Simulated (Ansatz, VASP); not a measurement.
**ZrC: VASP beside Ansatz**

Contents of INCAR:

```
PREC = Accurate
ENCUT = 520
EDIFF = 1E-6
ISMEAR = 0
SIGMA = 0.05
LREAL = False
LASPH = True
NELM = 60
ALGO = Normal
ISIF = 2
LWAVE = False
LCHARG = True
GGA = PS
LELF = True
LVHAR = True
NBANDS = 15
```

KPOINTS

```
regular mesh
0
Gamma
  12 12 12
```

The input POSCAR:

```
ZrC
1.0
    0.0000000000      2.3030321140      2.3030321140
    2.3030321140      0.0000000000      2.3030321140
    2.3030321140      2.3030321140      0.0000000000
Zr C
1 1
Direct
    0.5000000000      0.5000000000      0.5000000000
    0.0000000000      0.0000000000      0.0000000000
```

Input for Ansatz:

```yaml
crystal:
  lattice:
    - [0.0, 2.303032114, 2.303032114]
    - [2.303032114, 0.0, 2.303032114]
    - [2.303032114, 2.303032114, 0.0]
  atoms:
    - { symbol: Zr, position: [0.5, 0.5, 0.5] }
    - { symbol: C, position: [0.0, 0.0, 0.0] }
basis:
  ecutwfc: 420
  ecutrho_ratio: 4
kpoints:
  mp_grid: { grid: [12, 12, 12] }
hamiltonian:
  xc: pbesol
scf:
  occupations: { method: gaussian, width: 0.05 }
output:
  forces: true
  stress: true
  eigenvalues: true
```

Alike in both runs: task single point; functional PBEsol; k mesh 12 × 12 × 12; occupations gaussian, width 0.05 eV; no spin polarisation.

```csv
,VASP,Ansatz
version,VASP 6.6.1,Ansatz 0.2.0
potentials or method,"VASP PAW PBE potentials, release 64 (Zr_sv, C), cutoff 520 eV","scalar-relativistic, plane waves, PAW"
valence electrons in the cell,16,16
```

Ansatz gave:

* pressure (GPa): 10.5

Q: What did VASP give for the same quantities?

A: Pressure (GPa): 10.9.

VASP's potentials were made for PBE, not for PBEsol. With one functional, cell and mesh, what is left measures potentials, basis and numerics.
